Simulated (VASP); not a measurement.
Here is a VASP 6.6.1 calculation.

Contents of INCAR:

```
SYSTEM = WC
PREC     = Accurate       ! precision mode
ENCUT    = 520            ! plane-wave cutoff, eV
EDIFF    = 1E-6           ! SCF threshold, eV
ISMEAR   = 0              ! smearing method
SIGMA    = 0.15           ! smearing width, eV
LREAL    = .FALSE.        ! projectors in reciprocal space
LASPH    = .TRUE.         ! aspherical terms in the spheres
NELM     = 100            ! most SCF steps
ALGO     = Normal         ! electronic algorithm
ISIF     = 2              ! what is computed and relaxed
LWAVE    = .FALSE.        ! write WAVECAR
LCHARG   = .FALSE.        ! write CHGCAR
GGA      = PS             ! functional
NBANDS   = 26             ! bands
```

The input KPOINTS:

```
regular mesh
0
G
  12 12 8
  0 0 0
```

File POSCAR:

```
WC
1.0
    0.0000000000     -2.1726853746     -2.1726853746
    0.0000000000      2.1726853746     -2.1726853746
    4.3453707493      0.0000000000      0.0000000000
W C
2 2
Direct
    0.4202513460      0.4669095494      0.4863552779
    0.0797486540      0.0330904506      0.0136447221
    0.5421005258      0.5426264726     -0.0071697514
   -0.0421005258     -0.0426264726      0.5071697514
```

Potentials or basis: VASP PAW PBE potentials, release 64 (W_sv, C).

The run is started by

```sh
$ cat potpaw_PBE.64/W_sv/POTCAR potpaw_PBE.64/C/POTCAR > POTCAR
$ mpirun -np 1 vasp_std > vasp.out
```

**Question.** What does it give for the band gap on the k mesh?

**Answer.** Zero (bands 18 and 19 overlap by 2.44 eV).

**Question.** Predict the largest force.

**Answer.** 2.181 eV/Å.

**Question.** Predict the pressure.

**Answer.** 6.5 GPa.

Forces on the atoms (eV/Å):
```
W    0.033 -0.531 -2.116
W   -0.033  0.531  2.116
C   -0.257 -0.897 -0.149
C    0.257  0.897  0.149
```

Caveat: the cell stands under pressure; the PAW data sets were made with another functional, which shifts forces and pressure a little; spin-orbit coupling is left out, which moves the levels of the heavy elements.
